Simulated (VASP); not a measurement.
BaMg2N2: single point with PBE

Crystal: BaMg2N2.

```
Ba Mg N
1.0
     4.07853    0.00000    0.00000
    -2.03927    3.53211    0.00000
     0.00000    0.00000    7.60477
Ba Mg N
1 2 2
Direct
  0.00000 0.00000 0.00000
  0.33333 0.66667 0.50000
  0.66667 0.33333 0.50000
  0.00000 0.00000 0.28169
  0.00000 0.00000 0.71831
```

| Quantity | Value |
| --- | --- |
| Program | VASP 6.6.1 |
| Task | single point |
| Functional | PBE |
| Potentials or basis | VASP PAW PBE potentials, release 64 (Ba_sv, Mg, N) |
| Cutoff | 520 eV |
| k mesh | 6 × 6 × 2 |
| Occupations | gaussian, width 0.1 eV |
| Spin | no spin polarisation |
| Dipole correction | no |
| Further INCAR settings | ALGO = Normal; EDIFF = 1e-06; NBANDS = 20 |

```
Pressure               : 4.6 GPa
Largest force          : 4.755 eV/Å
Band gap on the k mesh : zero (band 12 reaches 3.58 eV, above the bottom of band 13 at 1.84 eV)
```

Forces in eV/Å, atoms in the order of the input:
```
Ba   0.000  0.000  0.000
Mg   0.000  0.000  0.000
Mg   0.000  0.000  0.000
N    0.000  0.000  4.755
N    0.000  0.000 -4.755
```

Stress tensor (GPa, compression positive):
```
6.33 0.00 0.00
0.00 6.33 0.00
0.00 0.00 1.29
```

Levels at points of the mesh, in eV from the Fermi level:
| k point | band 8 | band 9 | band 10 | band 11 | band 12 | band 13 | band 14 | band 15 | band 16 | band 17 |
| --- | --- | --- | --- | --- | --- | --- | --- | --- | --- | --- |
| (0.00, 0.00, 0.00) | -1.96 | -1.96 | -1.67 | -1.67 | -1.12 | -0.83 | 0.07 | 1.86 | 2.47 | 2.47 |
| (0.50, 0.00, 0.00) | -4.13 | -3.62 | -2.28 | -2.17 | -0.23 | 0.62 | 0.73 | 0.77 | 3.50 | 3.74 |
| (0.00, 0.00, 0.50) | -2.86 | -2.24 | -2.24 | -1.29 | -1.29 | -0.95 | 1.02 | 2.58 | 2.58 | 2.58 |
| (0.50, 0.00, 0.50) | -2.81 | -2.71 | -2.42 | -2.01 | -1.59 | -0.26 | 0.00 | 1.14 | 2.98 | 3.91 |

Wall time 37 s on 1 thread of Oxide Virtual Turin-like Processor, on a shared host, peak memory 0.2 GiB.

Caveat: the k points lie up to 0.41 Å⁻¹ apart; spin-orbit coupling is left out, which moves the levels of the heavy elements; forces of over 1 eV/Å act on the atoms, so gaps and moduli don't describe the material at rest.
